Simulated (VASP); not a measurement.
Here is a VASP 6.6.1 calculation.

The input INCAR:

```
PREC = Accurate
ENCUT = 520
EDIFF = 1E-6
ISMEAR = -1
SIGMA = 0.05
LREAL = False
LASPH = True
NELM = 150
ALGO = Normal
ISIF = 2
LWAVE = False
LCHARG = True
ISPIN = 2
MAGMOM = 0 0 8
LORBIT = 11
NUPDOWN = 8.0
LMAXMIX = 6
GGA = PE
LELF = True
LVHAR = True
NBANDS = 30
```

Contents of KPOINTS:

```
Automatic mesh
0
Gamma
  6 6 6
```

The input POSCAR:

```
LaMnIn
1.0
    4.5933407550      0.0000000000      0.0000000000
   -2.2966703775      3.9779497821      0.0000000000
    0.0000000000      0.0000000000      4.0965590000
La In Mn
1 1 1
Direct
    0.0000000000      0.0000000000      0.0000000000
    0.3333333333      0.6666666667      0.5000000000
    0.6666666667      0.3333333333      0.5000000000
```

Potentials or basis: VASP PAW PBE potentials, release 64 (La, In_d, Mn_pv).

The run is started by

```sh
$ cat potpaw_PBE.64/La/POTCAR potpaw_PBE.64/In_d/POTCAR potpaw_PBE.64/Mn_pv/POTCAR > POTCAR
$ mpirun -np 1 vasp_std > vasp.out
```

Question: Predict the pressure.

Answer: 13.4 GPa.

Stress tensor (GPa, compression positive):
```
14.93  0.00  0.00
 0.00 14.93  0.00
 0.00  0.00 10.20
```

Caveat: the cell stands under pressure; the total moment is fixed, so each spin has its own Fermi level.
